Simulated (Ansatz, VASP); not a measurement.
## Two plane-wave programs on Hf

```
CELL_PARAMETERS angstrom
-1.75085 1.75085 1.85915
1.75085 -1.75085 1.85915
1.75085 1.75085 -1.85915
ATOMIC_POSITIONS crystal
Hf 0.00000 0.00000 0.00000
```

Change from the starting cell: strain -0.030 along x and y, +0.030 along z, atoms carried along.

Alike in both runs: task single point; functional PBE; k mesh 18 × 18 × 18; occupations gaussian, width 0.15 eV; no spin polarisation.

|  | VASP | Ansatz |
| --- | --- | --- |
| version | VASP 6.6.1 | Ansatz 0.2.0 |
| potentials or method | VASP PAW PBE potentials, release 64 (Hf_pv), cutoff 520 eV | scalar-relativistic, plane waves, PAW |
| valence electrons in the cell | 10 | 26 |

```csv
,VASP,Ansatz,Ansatz less VASP
gap on the k mesh at the Fermi level (eV),none,none,-
pressure (GPa),-2.3,-2.0,+0.36
"traceless stress, the component that is largest in VASP (GPa)",1.60,1.55,-0.053
```

A gap of «none» marks a metal or a gap that the smearing closes. VASP's potentials hold 10 valence electrons a cell and Ansatz's 26, so a difference there can come from the potentials and not from the codes.

Neither program's run includes spin-orbit coupling.
